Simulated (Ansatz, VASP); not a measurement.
MgZn5O6: VASP beside Ansatz

The input INCAR:

```
SYSTEM = MgZn5O6
  PREC = Accurate
  ENCUT = 520
  EDIFF = 1E-6
  ISMEAR = 0
  SIGMA = 0.02
  LREAL = .FALSE.
  LASPH = .TRUE.
  NELM = 100
  ALGO = Normal
  ISIF = 2
  LWAVE = .FALSE.
  LCHARG = .FALSE.
  GGA = PE
  NBANDS = 61
```

The input KPOINTS:

```
Automatic mesh
0
G
  8 8 2
  0 0 0
```

The input POSCAR:

```
MgZn5O6
1.0
    3.2708702000      0.0000000000      0.0000000000
    0.0000000000      3.2708702000      0.0000000000
    0.0000000000      0.0000000000     13.7851637000
Mg Zn O
1 5 6
Direct
    0.0000000000      0.0000000000      0.5000000000
    0.0000000000      0.0000000000      0.8328970000
    0.5000000000      0.5000000000      0.0000000000
    0.0000000000      0.0000000000      0.1671030000
    0.5000000000      0.5000000000      0.3343060000
    0.5000000000      0.5000000000      0.6656940000
    0.5000000000      0.0000000000      0.0835540000
    0.0000000000      0.5000000000      0.2506190000
    0.5000000000      0.0000000000      0.4183920000
    0.0000000000      0.5000000000      0.5816080000
    0.5000000000      0.0000000000      0.7493810000
    0.0000000000      0.5000000000      0.9164460000
```

Input for Ansatz:

```yaml
crystal:
  lattice:
    - [3.2708702, 0.0, 0.0]
    - [0.0, 3.2708702, 0.0]
    - [0.0, 0.0, 13.7851637]
  atoms:
    - { symbol: Mg, position: [0.0, 0.0, 0.5] }
    - { symbol: Zn, position: [0.0, 0.0, 0.832897] }
    - { symbol: Zn, position: [0.5, 0.5, 0.0] }
    - { symbol: Zn, position: [0.0, 0.0, 0.167103] }
    - { symbol: Zn, position: [0.5, 0.5, 0.334306] }
    - { symbol: Zn, position: [0.5, 0.5, 0.665694] }
    - { symbol: O, position: [0.5, 0.0, 0.083554] }
    - { symbol: O, position: [0.0, 0.5, 0.250619] }
    - { symbol: O, position: [0.5, 0.0, 0.418392] }
    - { symbol: O, position: [0.0, 0.5, 0.581608] }
    - { symbol: O, position: [0.5, 0.0, 0.749381] }
    - { symbol: O, position: [0.0, 0.5, 0.916446] }
basis:
  ecutwfc: 420
kpoints:
  mp_grid: { grid: [8, 8, 2] }
  band_path: { path: [VBM, CBM], npoints: 2 }
hamiltonian:
  xc: pbe
scf:
  occupations: { method: gaussian, width: 0.02 }
output:
  forces: false
  stress: false
  eigenvalues: true
checkpoint:
  read: start.run
  write: ck
  compress: false
  write_wavefunctions: false
  write_every: 100000
```

Alike in both runs: task single point; functional PBE; k mesh 8 × 8 × 2; occupations gaussian, width 0.02 eV; no spin polarisation.

|  | VASP | Ansatz |
| --- | --- | --- |
| version | VASP 6.6.1 | Ansatz 0.2.0 |
| potentials or method | VASP PAW PBE potentials, release 64 (Mg, Zn, O), cutoff 520 eV | scalar-relativistic, plane waves, PAW |
| valence electrons in the cell | 98 | 106 |

```csv
,VASP,Ansatz,Ansatz less VASP
gap on the k mesh at the Fermi level (eV),0.95,0.96,+0.015
least direct gap on the mesh (eV),0.95,0.96,+0.015
```

With one functional, cell and mesh, what is left measures potentials, basis and numerics. VASP's potentials hold 98 valence electrons a cell and Ansatz's 106, so a difference there can come from the potentials and not from the codes.
